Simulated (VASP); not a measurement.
## CuI3: single point with PBE+U

Crystal: CuI3.

```xyz
4
Lattice="5.4650 0.0000 0.0000 0.0000 5.4650 0.0000 0.0000 0.0000 5.4650" Properties=species:S:1:pos:R:3 pbc="T T T"
Cu    0.0000    0.0000    0.0000
I     2.7325    0.0000    0.0000
I     0.0000    0.0000    2.7325
I     0.0000    2.7325    0.0000
```

```
Program                 : VASP 6.6.1
Task                    : single point
Functional              : PBE
Potentials or basis     : VASP PAW PBE potentials, release 64 (Cu, I)
Cutoff                  : 520 eV
k mesh                  : 6 × 6 × 6
Occupations             : gaussian, width 0.05 eV
Spin                    : collinear spin
Starting moments        : [0.05, 0.0, 0.0, 0.0] μB
Hubbard terms           : Cu d U = 1.0 eV
Dipole correction       : no
k mesh for the DOS      : 9 × 9 × 9
Occupations for the DOS : tetrahedron
Further INCAR settings  : ALGO = Normal; EDIFF = 1e-07
```

```json
{"Net moment": "0.00 μB per cell", "Valence electrons inside the program's atomic spheres": "Cu 9.80; I 4.23"}
```

Levels at points of the mesh, in eV from the Fermi level:
Spin up:
```csv
k point,band 12,band 13,band 14,band 15,band 16,band 17,band 18,band 19,band 20
"(0.00, 0.00, 0.00)",-0.78,-0.78,-0.78,-0.29,-0.29,-0.29,0.93,4.94,6.66
```
Spin down:
```
           k point  band 14  band 15  band 16  band 17  band 18  band 19
(0.00, 0.00, 0.00)    -0.78    -0.29    -0.29    -0.29     0.93     4.94
```

Eigenvalues of the final occupation matrices:
| site | spin | trace | eigenvalues |
| --- | --- | --- | --- |
| site 1 d | 1 | 4.62 | 0.88 0.88 0.95 0.95 0.95 |
| site 1 d | 2 | 4.62 | 0.88 0.88 0.95 0.95 0.95 |

It took 3.2 min on 1 thread of Intel(R) Xeon(R) 6975P-C (Granite Rapids), on a shared host, peak memory 0.4 GiB.

Caveat: spin-orbit coupling is left out, which moves the levels of the heavy elements.
